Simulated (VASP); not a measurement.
Input of a VASP 6.6.1 run:

The input POSCAR:

```
SiO2
1.0
    4.8775258126      0.0000000000      0.0000000000
    0.0000000000      4.8775258126      0.0000000000
    0.0000000000      0.0000000000      6.7737188720
Si O
4 8
Direct
    0.3024588131      0.3024588131      0.0000000000
    0.1975411869      0.8024588131      0.2500000000
    0.6975411869      0.6975411869      0.5000000000
    0.8024588131      0.1975411869      0.7500000000
    0.2381684589      0.1092706349      0.1814546508
    0.3907293651      0.7381684589      0.4314546508
    0.7618315411      0.8907293651      0.6814546508
    0.6092706349      0.2618315411      0.9314546508
    0.7381684589      0.3907293651      0.5685453492
    0.8907293651      0.7618315411      0.3185453492
    0.2618315411      0.6092706349      0.0685453492
    0.1092706349      0.2381684589      0.8185453492
```

File INCAR.step1:

```
SYSTEM = SiO2
PREC     = Accurate       ! precision mode
ENCUT    = 520            ! plane-wave cutoff, eV
ISMEAR   = 0              ! smearing method
SIGMA    = 0.01           ! smearing width, eV
LREAL    = .False.        ! projectors in reciprocal space
LASPH    = .True.         ! aspherical terms in the spheres
NELM     = 80             ! most SCF steps
NBANDS   = 44             ! bands
GGA      = PE             ! functional
ALGO     = Normal         ! electronic algorithm
EDIFF    = 1E-4           ! SCF threshold, eV
LWAVE    = .True.         ! write WAVECAR
LCHARG   = .False.        ! write CHGCAR
```

The input INCAR.step2:

```
SYSTEM = SiO2
PREC     = Accurate       ! precision mode
ENCUT    = 520            ! plane-wave cutoff, eV
EDIFF    = 1E-7           ! SCF threshold, eV
ISMEAR   = 0              ! smearing method
SIGMA    = 0.01           ! smearing width, eV
LREAL    = .False.        ! projectors in reciprocal space
LASPH    = .True.         ! aspherical terms in the spheres
NELM     = 80             ! most SCF steps
ALGO     = Normal         ! electronic algorithm
ISIF     = 2              ! what is computed and relaxed
LWAVE    = .False.        ! write WAVECAR
LCHARG   = .False.        ! write CHGCAR
METAGGA  = R2SCAN         ! meta-GGA
LMIXTAU  = .True.       
NBANDS   = 44             ! bands
ISTART   = 1
```

Contents of KPOINTS:

```
regular mesh
0
Gamma
  4 4 4
  0 0 0
```

Potentials or basis: VASP PAW PBE potentials, release 64 (Si, O).

Command:

```bash
$ cat potpaw_PBE.64/Si/POTCAR potpaw_PBE.64/O/POTCAR > POTCAR
$ cp INCAR.step1 INCAR
$ mpirun -np 1 vasp_std > vasp.out
$ cp INCAR.step2 INCAR
$ mpirun -np 1 vasp_std > vasp.out
```

**Question.** Estimate the band gap on the k mesh.

**Answer.** 6.66 eV.

**Question.** Predict the largest force.

**Answer.** 0.763 eV/Å.

**Question.** Predict the pressure.

**Answer.** 12.7 GPa.

Forces on the atoms (eV/Å):
```
Si   0.060  0.060  0.000
Si  -0.060  0.060  0.000
Si  -0.060 -0.060  0.000
Si   0.060 -0.060  0.000
O   -0.087  0.473  0.592
O   -0.473 -0.087  0.592
O    0.087 -0.473  0.592
O    0.473  0.087  0.592
O   -0.087 -0.473 -0.592
O   -0.473  0.087 -0.592
O    0.087  0.473 -0.592
O    0.473 -0.087 -0.592
```

Caveat: the cell stands under pressure; the PAW data sets were made with another functional, which shifts forces and pressure a little. A k mesh can miss the band edges.
